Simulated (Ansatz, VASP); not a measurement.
## Two plane-wave programs on Cs

```
CELL_PARAMETERS angstrom
0.00000 3.88945 3.88945
3.88945 0.00000 3.88945
3.88945 3.88945 0.00000
ATOMIC_POSITIONS crystal
Cs 0.00000 0.00000 0.00000
```

Alike in both runs: task single point; functional HSE06; k mesh 6 × 6 × 6; occupations gaussian, width 0.05 eV; no spin polarisation.

|  | VASP | Ansatz |
| --- | --- | --- |
| version | VASP 6.6.1 | Ansatz 0.2.0 |
| potentials or method | VASP PAW PBE potentials, release 64 (Cs_sv), cutoff 400 eV | scalar-relativistic, plane waves, PAW |
| valence electrons in the cell | 9 | 9 |

|  | VASP | Ansatz | Ansatz less VASP |
| --- | --- | --- | --- |
| pressure (GPa) | 0.1 | 0.1 | +0.02 |

Ansatz's warnings: filled band counts differ across k points, stress exchange threshold loose, stress scf threshold loose.

Spin-orbit coupling is off throughout.
